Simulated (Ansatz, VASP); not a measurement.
## One calculation of TaF3, two programs

```xyz
4
Lattice="3.8427 0.0000 0.0000 0.0000 3.8427 0.0000 0.0000 0.0000 3.9012" Properties=species:S:1:pos:R:3 pbc="T T T"
Ta    0.0000    0.0000    0.0000
F     1.9213    0.0000    0.0000
F     0.0000    1.9213    0.0000
F     0.0000    0.0000    1.9506
```

Change from the starting cell: strain -0.015 along x and y, +0.000 along z, atoms carried along.

Alike in both runs: task single point; functional PBEsol; k mesh 12 × 12 × 12; occupations gaussian, width 0.15 eV; no spin polarisation.

```csv
,VASP,Ansatz
version,VASP 6.6.1,Ansatz 0.2.0
potentials or method,"VASP PAW PBE potentials, release 64 (Ta_pv, F), cutoff 520 eV","scalar-relativistic, plane waves, PAW"
valence electrons in the cell,32,34
```

VASP gave:

```
gap on the k mesh at the Fermi level (eV)                     : none
pressure (GPa)                                                : 27.5
traceless stress, the component that is largest in VASP (GPa) : -4.79
```

Task: Estimate Ansatz's values.

Result: gap on the k mesh at the Fermi level (eV): none; pressure (GPa): 26.9; traceless stress, the component that is largest in VASP (GPa): -4.69.

VASP's potentials were made for PBE, not for PBEsol. A gap of «none» marks a metal or a gap that the smearing closes. With one functional, cell and mesh, what is left measures potentials, basis and numerics. VASP's potentials hold 32 valence electrons a cell and Ansatz's 34, so a difference there can come from the potentials and not from the codes.

Neither program's run includes spin-orbit coupling.
